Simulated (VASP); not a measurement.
Set up this calculation in VASP 6.6.1, as the native input.

```
Task                   : single point
Functional             : PBEsol
Potentials or basis    : VASP PAW PBE potentials, release 64 (Ga_d, P)
Cutoff                 : 520 eV
k mesh                 : 8 × 8 × 8
Occupations            : gaussian, width 0.01 eV
Spin                   : no spin polarisation
Dipole correction      : no
Further INCAR settings : ALGO = Normal; EDIFF = 1e-07; NBANDS = 16
```

The structure of GaP lies in POSCAR:

```
GaP
1.0
    2.7736494034      2.7736494034      0.0000000000
   -2.7736494034      2.7736494034      0.0000000000
    0.0000000000      2.7736494034      2.6699968178
Ga P
1 1
Direct
    0.0000000000      0.0000000000      0.0000000000
    0.7500000000      0.2500000000      0.5000000000
```

This cell differs from its parent crystal: in-plane strain +0.02, then relaxed in part.

These files were run (other wordings do the same):

INCAR

```
SYSTEM = GaP
PREC = Accurate
ENCUT = 520
EDIFF = 1E-7
ISMEAR = 0
SIGMA = 0.01
LREAL = .FALSE.
LASPH = .TRUE.
NELM = 100
ALGO = Normal
ISIF = 2
LWAVE = .FALSE.
LCHARG = .FALSE.
GGA = PS
NBANDS = 16
```

KPOINTS

```
regular mesh
0
G
  8 8 8
  0 0 0
```

Potentials or basis: VASP PAW PBE potentials, release 64 (Ga_d, P).

Run with:

```bash
$ cat potpaw_PBE.64/Ga_d/POTCAR potpaw_PBE.64/P/POTCAR > POTCAR
$ mpirun -np 1 vasp_std > vasp.out
```

It gave:

| Item | Value |
| --- | --- |
| Pressure | -1.8 GPa |
| Band gap on the k mesh | 1.19 eV, indirect (least direct gap 1.49 eV) |

Caveat: the cell differs from its parent crystal (in-plane strain +0.02, then relaxed in part); the PAW data sets were made with another functional, which shifts forces and pressure a little.

It took 20 s on 1 thread of Intel(R) Xeon(R) 6975P-C (Granite Rapids), with other jobs on the host, peak memory 0.18 GiB.
